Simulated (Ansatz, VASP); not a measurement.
One calculation of Co2Si, two programs

```xyz
9
Lattice="5.8800 0.0000 0.0000 -2.9400 5.0922 0.0000 0.0000 0.0000 3.4600" Properties=species:S:1:pos:R:3 pbc="T T T"
Co    1.5112    0.0000    0.0000
Co    2.1844    3.7835    0.0000
Co   -0.7556    1.3087    0.0000
Co    3.4986    0.0000    1.7300
Co    1.1907    2.0624    1.7300
Co   -1.7493    3.0299    1.7300
Si    2.9400    1.6974    0.0000
Si    0.0000    3.3948    0.0000
Si    0.0000    0.0000    1.7300
```

Alike in both runs: task relaxation of cell and atoms; functional PBE; k mesh 3 × 3 × 5; occupations gaussian, width 0.2 eV; collinear spin.

|  | VASP | Ansatz |
| --- | --- | --- |
| version | VASP 6.6.1 | Ansatz 0.2.0 |
| potentials or method | VASP PAW PBE potentials, release 64 (Co, Si), cutoff 600 eV | scalar-relativistic, plane waves, PAW |
| valence electrons in the cell | 66 | 114 |

```csv
,VASP,Ansatz,Ansatz less VASP
"gap on the k mesh at the Fermi level, each at its own relaxed structure (eV)",none,none,-
net moment per atom (μB),0.54,0.56,+0.020
size of the moment on the site where the two differ most (μB),1.06,1.11,+0.050
relaxed volume (Å³/atom),11.26,11.28,+0.018
relaxed cell length with the largest relative difference (Å),3.437,3.465,+0.0273
```

Site moments also hang on the region over which each program counts them. A gap of «none» marks a metal or a gap that the smearing closes. VASP's potentials hold 66 valence electrons a cell and Ansatz's 114, so a difference there can come from the potentials and not from the codes.

The k mesh is coarse, so the values compare programs but aren't converged.
